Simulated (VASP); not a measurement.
Write the native input for VASP 6.6.1 that does the following.

| Property | Result |
| --- | --- |
| Task | single point |
| Functional | PBE |
| Potentials or basis | VASP PAW PBE potentials, release 64 (Pt) |
| Cutoff | 520 eV |
| k mesh | 9 × 9 × 13 |
| Occupations | fermi-dirac, width 0.05 eV |
| Spin | collinear spin, ferromagnetic start |
| Starting moments | [1.0, 1.0, 1.0] μB |
| Dipole correction | no |
| Further INCAR settings | ALGO = Normal; EDIFF = 1e-06; NBANDS = 26 |

The structure of Pt lies in POSCAR:

```
Pt
1.0
    4.5356557354      0.0000000000      0.0000000000
   -2.2678278677      3.9279930897      0.0000000000
    0.0000000000      0.0000000000      2.6987837389
Pt
3
Direct
    1.0000000000      1.0000000000      1.0000000000
    0.3333333333      0.6666666667      0.5000000000
    0.6666666667      0.3333333333      0.5000000000
```

One way to write it, as run:

INCAR

```
SYSTEM = Pt
ALGO = Normal
EDIFF = 1E-6
ENCUT = 520
GGA = PE
ISIF = 2
ISMEAR = -1
ISPIN = 2
LASPH = .True.
LCHARG = .True.
LELF = .True.
LMAXMIX = 4
LORBIT = 11
LREAL = .False.
LVHAR = .True.
LWAVE = .False.
MAGMOM = 1 1 1
NBANDS = 26
NELM = 150
PREC = Accurate
SIGMA = 0.05
```

KPOINTS

```
k-points
0
Gamma
  9 9 13
  0 0 0
```

Potentials or basis: VASP PAW PBE potentials, release 64 (Pt).

The run is started by

```sh
$ cat potpaw_PBE.64/Pt/POTCAR > POTCAR
$ mpirun -np 1 vasp_std > vasp.out
```

It gave:

```yaml
Pressure: -0.5 GPa
Band_gap_on_the_k_mesh: zero (filled and empty bands overlap)
Net_moment: 0.01 μB per cell
Valence_electrons_inside_the_program's_atomic_spheres: Pt 9.11, 9.23
```

Caveat: spin-orbit coupling is left out, which moves the levels of the heavy elements.

It took 5.1 min on 1 thread of Oxide Virtual Turin-like Processor (shared host), peak memory 0.25 GiB.
